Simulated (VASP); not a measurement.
# Sc3Mo (P6/mmm) in VASP: further runs

The runs below take Sc3Mo through single point, with PBE.

Everything below comes from runs of VASP 6.6.1. Logs are shortened: lines on timing, memory, paths and dates and some standing lists are left out, and cuts for length are marked.

## 1. The cell of the first run

The structure is hexagonal, space group P6/mmm (No. 191). The conventional cell has a = 5.877 Å, b = 5.877 Å, c = 2.720 Å, α = 90.00°, β = 90.00°, γ = 120.00°. Sc (site symmetry mmm) has 6 Sc at 2.72 to 2.94 Å and 4 Mo at 3.24 Å within 3.6 Å. Within 3.6 Å of Mo (site symmetry 6/mmm) lie 2 Mo at 2.72 Å and 12 Sc at 3.24 Å.

The cell was built from a structure type or drawn by symmetry, and may not be a known phase.

## 2. Single point, PBE

The input, INCAR:

```
SYSTEM = Sc3Mo
  ALGO = Normal
  EDIFF = 1E-6
  ENCUT = 520
  GGA = PE
  ISIF = 2
  ISMEAR = 0
  LASPH = .True.
  LCHARG = .False.
  LREAL = .False.
  LWAVE = .False.
  NBANDS = 32
  NELM = 60
  PREC = Accurate
  SIGMA = 0.1
```

The input, KPOINTS:

```
k-points
0
Gamma
  6 6 6
  0 0 0
```

The input, POSCAR:

```
Sc3Mo
1.0
    5.8765206725      0.0000000000      0.0000000000
   -2.9382603362      5.0892161882      0.0000000000
    0.0000000000      0.0000000000      2.7204350143
Sc Mo
3 1
Direct
    0.5000000000      0.0000000000      0.0000000000
    0.0000000000      0.5000000000      0.0000000000
    0.5000000000      0.5000000000      0.0000000000
    0.0000000000      0.0000000000      0.5000000000
```

Potentials or basis: VASP PAW PBE potentials, release 64 (Sc_sv, Mo_sv).

Launch:

```bash
$ cat potpaw_PBE.64/Sc_sv/POTCAR potpaw_PBE.64/Mo_sv/POTCAR > POTCAR
$ mpirun -np 1 vasp_std > vasp.out
```

OUTCAR:

```text
SYSTEM = Sc3Mo
   EDIFF = 1E-6
   ENCUT = 520
   GGA = PE
   ISIF = 2
   ISMEAR = 0
   LASPH = .True.
   LREAL = .False.
   NELM = 60
   PREC = Accurate

 ion  position               nearest neighbor table
   1  0.500  0.000  0.000-   3 2.94   3 2.94   2 2.94   2 2.94   4 3.24   4 3.24   4 3.24   4 3.24

   2  0.000  0.500  0.000-   1 2.94   1 2.94   3 2.94   3 2.94   4 3.24   4 3.24   4 3.24   4 3.24

   3  0.500  0.500  0.000-   1 2.94   1 2.94   2 2.94   2 2.94   4 3.24   4 3.24   4 3.24   4 3.24

   4  0.000  0.000  0.500-   2 3.24   2 3.24   2 3.24   2 3.24   3 3.24   3 3.24   3 3.24   3 3.24
                             1 3.24   1 3.24   1 3.24   1 3.24

  LATTYP: Found a hexagonal cell.
 ALAT       =     5.8765206725
 C/A-ratio  =     0.4629329438

  Lattice vectors:

 A1 = (   5.8765206725,   0.0000000000,   0.0000000000)
 A2 = (  -2.9382603362,   5.0892161882,   0.0000000000)
 A3 = (   0.0000000000,   0.0000000000,   2.7204350143)

Analysis of symmetry for initial positions (statically):
=====================================================================
 Subroutine PRICEL returns:
 Original cell was already a primitive cell.

 Routine SETGRP: Setting up the symmetry group for a
 hexagonal supercell.

 Subroutine GETGRP returns: Found 24 space group operations
 (whereof 24 operations were pure point group operations)
 out of a pool of 24 trial point group operations.

The static configuration has the point symmetry D_6h.

Analysis of symmetry for dynamics (positions and initial velocities):
=====================================================================
 Subroutine PRICEL returns:
 Original cell was already a primitive cell.

 Routine SETGRP: Setting up the symmetry group for a
 hexagonal supercell.

 Subroutine GETGRP returns: Found 24 space group operations
 (whereof 24 operations were pure point group operations)
 out of a pool of 24 trial point group operations.

The dynamic configuration has the point symmetry D_6h.

 Subroutine INISYM returns: Found 24 space group operations
 (whereof 24 operations are pure point group operations),
 and found     1 'primitive' translations

----------------------------------------------------------------------------------------

                                     Primitive cell

  volume of cell :      81.3597

  direct lattice vectors                    reciprocal lattice vectors
     5.876520672  0.000000000  0.000000000     0.170168720  0.098246956  0.000000000
    -2.938260336  5.089216188  0.000000000     0.000000000  0.196493912  0.000000000
     0.000000000  0.000000000  2.720435014     0.000000000  0.000000000  0.367588270

  length of vectors
     5.876520672  5.876520672  2.720435014     0.196493912  0.196493912  0.367588270

  position of ions in fractional coordinates (direct lattice)
     0.500000000  0.000000000  0.000000000
     0.000000000  0.500000000  0.000000000
     0.500000000  0.500000000  0.000000000
     0.000000000  0.000000000  0.500000000

  ion indices of the primitive-cell ions
   primitive index   ion index
                 1           1
                 2           2
                 3           3
                 4           4

----------------------------------------------------------------------------------------

 KPOINTS: k-points

Automatic generation of k-mesh.
 Grid dimensions read from file:
 generate k-points for:    6    6    6

 Generating k-lattice:

  Cartesian coordinates                     Fractional coordinates (reciprocal lattice)
     0.028361453  0.016374493  0.000000000     0.166666667  0.000000000  0.000000000
     0.000000000  0.032748985  0.000000000     0.000000000  0.166666667  0.000000000
     0.000000000  0.000000000  0.061264712     0.000000000  0.000000000  0.166666667

  Length of vectors
     0.032748985  0.032748985  0.061264712

  Shift w.r.t. Gamma in fractional coordinates (k-lattice)
     0.000000000  0.000000000  0.000000000

 Subroutine IBZKPT returns following result:
 ===========================================

 Found     28 irreducible k-points:

 Following reciprocal coordinates:
            Coordinates               Weight
  0.000000  0.000000  0.000000      1.000000
  0.166667  0.000000  0.000000      6.000000
  0.333333  0.000000  0.000000      6.000000
  0.500000  0.000000  0.000000      3.000000
  0.166667  0.166667  0.000000      6.000000
  0.333333  0.166667  0.000000     12.000000
[... 16 lines left out ...]
  0.166667  0.000000  0.500000      6.000000
  0.333333  0.000000  0.500000      6.000000
 [... further k-points ...]
   k-points           NKPTS =     28   k-points in BZ     NKDIM =     28   number of bands    NBANDS=     32
   number of dos      NEDOS =    301   number of ions     NIONS =      4
   total plane-waves  NPLWV =  46080
   dimension x,y,z NGX =    48 NGY =   48 NGZ =   20
   dimension x,y,z NGXF=    96 NGYF=   96 NGZF=   40
   ions per type =               3   1
   NGX,Y,Z   is equivalent  to a cutoff of  13.58, 13.58, 12.22 a.u.
   NGXF,Y,Z  is equivalent  to a cutoff of  27.16, 27.16, 24.44 a.u.
 SYSTEM =  Sc3Mo
   PREC   = accura    normal or accurate (medium, high low for compatibility)
   ISTART =      0    job   : 0-new  1-cont  2-samecut
   ICHARG =      2    charge: 1-file 2-atom 10-const
   ISPIN  =      1    spin polarized calculation?
   LNONCOLLINEAR =      F non collinear calculations
   LSORBIT =      F    spin-orbit coupling
   LASPH  =      T    aspherical Exc in radial PAW
   ENCUT  =  520.0 eV  38.22 Ry    6.18 a.u.  10.93 10.93  5.06*2*pi/ulx,y,z
   NELM   =     60;   NELMIN=  2; NELMDL= -5     # of ELM steps
   EDIFF  = 0.1E-05   stopping-criterion for ELM
   LREAL  =      F    real-space projection
   EDIFFG = 0.1E-04   stopping-criterion for IOM
   NSW    =      0    number of steps for IOM
   IBRION =     -1    ionic relax: 0-MD 1-quasi-New 2-CG
   NFREE  =      0    steps in history (QN), initial steepest desc. (CG)
   ISIF   =      2    stress and relaxation
   ISYM   =      2    0-nonsym 1-usesym 2-fastsym
   POTIM  = 0.5000    time-step for ionic-motion
   TEBEG  =    0.0;   TEEND  =   0.0 temperature during run
   PSTRESS=    0.0 pullay stress
   NELECT =      47.0000    total number of electrons
   NUPDOWN=      -1.0000    fix difference up-down
   EMIN   =  10.00;   EMAX   =-10.00  energy-range for DOS
   EFERMI =   0.00;   METHOD = LEGACY
   ISMEAR =     0;   SIGMA  =   0.10  broadening in eV -4-tet -1-fermi 0-gaus
   EFERMI_NEDOS =   21; number of points for ismear=-14 and -15
   IALGO  =     38    algorithm
   IMIX   =      4    mixing-type and parameters
     AMIX     =   0.40;   BMIX     =  1.00
     AMIX_MAG =   1.60;   BMIX_MAG =  1.00
  volume/ion in A,a.u.               =      20.34       137.26
  Fermi-wavevector in a.u.,A,eV,Ry     =   1.363445  2.576537 25.292988  1.858982
  Thomas-Fermi vector in A             =   2.489847
   LORBIT       =      0    0 simple, 1 ext, 2 COOP (PROOUT), +10 PAW based schemes
   GGA     = PE    functional components
   LHFCALC =     F    Hartree Fock is set to
   AEXX    =    0.0000 exact exchange contribution
   IVDW    =     0    specifies the selected vdW correction
   LEPSILON=     F    determine dielectric tensor
   LRPA    =     F    only Hartree local field effects (RPA)
 non-spin polarized calculation
 Gauss-broadening in eV      SIGMA  =   0.10
  energy-cutoff  :      520.00
  volume of cell :       81.36
 maximum number of plane-waves:      2216
 NGX is ok and might be reduce to    48
   NGX = 21   NGY = 21   NGZ = 11

 number of electron      46.9999997 magnetization

 Free energy of the ion-electron system (eV)
  ---------------------------------------------------
  ext. energy  EPLUGINS =         0.00000000
  ---------------------------------------------------
  free energy    TOTEN  =       -28.22376175 eV

  energy without entropy =      -28.19389911  energy(sigma->0) =      -28.20883043

 E-fermi :   5.7385     XC(G=0): -10.9755

 val. band max:        5.7356458701   @ k =   0.1667   0.0000   0.3333
 cond. band min:       5.7561897463   @ k =   0.1667   0.1667   0.5000
 fundamental gap:      0.0205438762
 Fermi energy:         5.7384614200

 k-point     1 :       0.0000    0.0000    0.0000
  band No.  band energies     occupation
      1     -54.8288      2.00000
      2     -43.4799      2.00000
      3     -43.3739      2.00000
      4     -43.3739      2.00000
      5     -28.8356      2.00000
      6     -28.8356      2.00000
[... 24 lines left out ...]
     31       7.7107      0.00000
     32       8.7509      0.00000

 k-point     2 :       0.1667    0.0000    0.0000
  band No.  band energies     occupation
      1     -54.8288      2.00000
      2     -43.4737      2.00000
      3     -43.3802      2.00000
      4     -43.3739      2.00000
      5     -28.8353      2.00000
      6     -28.8346      2.00000
[... 24 lines left out ...]
     31       7.7774      0.00000
     32       8.8245      0.00000

 k-point     3 :       0.3333    0.0000    0.0000
  band No.  band energies     occupation
      1     -54.8288      2.00000
      2     -43.4578      2.00000
      3     -43.3965      2.00000
      4     -43.3739      2.00000
      5     -28.8346      2.00000
      6     -28.8326      2.00000
[... 24 lines left out ...]
     31       7.9340      0.00000
     32       9.0022      0.00000

 k-point     4 :       0.5000    0.0000    0.0000
  band No.  band energies     occupation
      1     -54.8288      2.00000
      2     -43.4450      2.00000
      3     -43.4095      2.00000
      4     -43.3740      2.00000
      5     -28.8342      2.00000
      6     -28.8316      2.00000
[... 654 lines left out ...]
     31       8.1936      0.00000
     32       9.3758      0.00000

 k-point    23 :       0.1667    0.0000    0.5000
  band No.  band energies     occupation
      1     -54.7129      2.00000
      2     -43.3142      2.00000
      3     -43.2267      2.00000
      4     -43.2207      2.00000
      5     -29.4123      2.00000
      6     -28.7209      2.00000
[... 24 lines left out ...]
     31       8.1361      0.00000
     32       9.1837      0.00000

 k-point    24 :       0.3333    0.0000    0.5000
  band No.  band energies     occupation
      1     -54.7130      2.00000
      2     -43.2992      2.00000
      3     -43.2419      2.00000
      4     -43.2208      2.00000
      5     -29.4128      2.00000
      6     -28.7214      2.00000
[... 24 lines left out ...]
     31       8.5018      0.00000
     32       8.5575      0.00000

 [... further k-points ...]

------------------------ aborting loop because EDIFF is reached ----------------------------------------

  FORCE on cell =-STRESS in cart. coord.  units (eV):
  Direction    XX          YY          ZZ          XY          YZ          ZX
  --------------------------------------------------------------------------------------
  -------------------------------------------------------------------------------------
  Total        0.0785123      0.0785123     -0.0870949      0.0000000      0.0000000      0.0000000
  in kB        1.5461043      1.5461043     -1.7151176      0.0000000      0.0000000      0.0000000
  external PRESSURE =       0.4590304 kB  Pullay stress =       0.0000000 kB

 VOLUME and BASIS-vectors are now :
 -----------------------------------------------------------------------------
  energy-cutoff  :      520.00
  volume of cell :       81.36
      direct lattice vectors                 reciprocal lattice vectors
     5.876520672  0.000000000  0.000000000     0.170168720  0.098246956  0.000000000
    -2.938260336  5.089216188  0.000000000     0.000000000  0.196493912  0.000000000
     0.000000000  0.000000000  2.720435014     0.000000000  0.000000000  0.367588270

 POSITION                                       TOTAL-FORCE (eV/Angst)
 -----------------------------------------------------------------------------------
      2.93826      0.00000      0.00000        -0.000000      0.000000      0.000000
     -1.46913      2.54461      0.00000         0.000000      0.000000      0.000000
      1.46913      2.54461      0.00000        -0.000000      0.000000      0.000000
      0.00000      0.00000      1.36022        -0.000000      0.000000      0.000000
 -----------------------------------------------------------------------------------
    total drift:                               -0.000000      0.000000      0.000000

  FREE ENERGIE OF THE ION-ELECTRON SYSTEM (eV)
  ---------------------------------------------------
  free  energy   TOTEN  =       -28.2237617464 eV

  energy  without entropy=      -28.1938991124  energy(sigma->0) =      -28.20883043
```

Wall time 59 s (1 thread of Intel Xeon Platinum 8375C at 2.90GHz (Ice Lake), shared host); peak memory 0.23 GiB.

Results:

| Quantity | Value |
| --- | --- |
| Free energy | -28.2238 eV |
| Pressure | 0.0 GPa |
| Band gap on the k mesh | zero (an odd number of electrons rules out a gap without spin polarisation) |

Stress tensor (GPa, compression positive):
```
 0.15  0.00  0.00
 0.00  0.15  0.00
 0.00  0.00 -0.17
```

Levels at points of the mesh, in eV from the Fermi level:
```
           k point  band 21  band 22  band 23  band 24  band 25  band 26
(0.00, 0.00, 0.00)    -1.46    -0.16     0.16     0.16     0.64     0.71
(0.50, 0.00, 0.00)    -1.26    -1.20    -0.38    -0.13    -0.04     0.31
(0.00, 0.00, 0.50)    -0.97    -0.97    -0.90     0.05     0.31     0.31
(0.50, 0.00, 0.50)    -0.87    -0.75    -0.17     0.35     0.88     0.94
```

Caveat: the k points lie up to 0.38 Å⁻¹ apart, too coarse for converged energies and pressures of a metal.

(Part 1 of 2 ends here.)
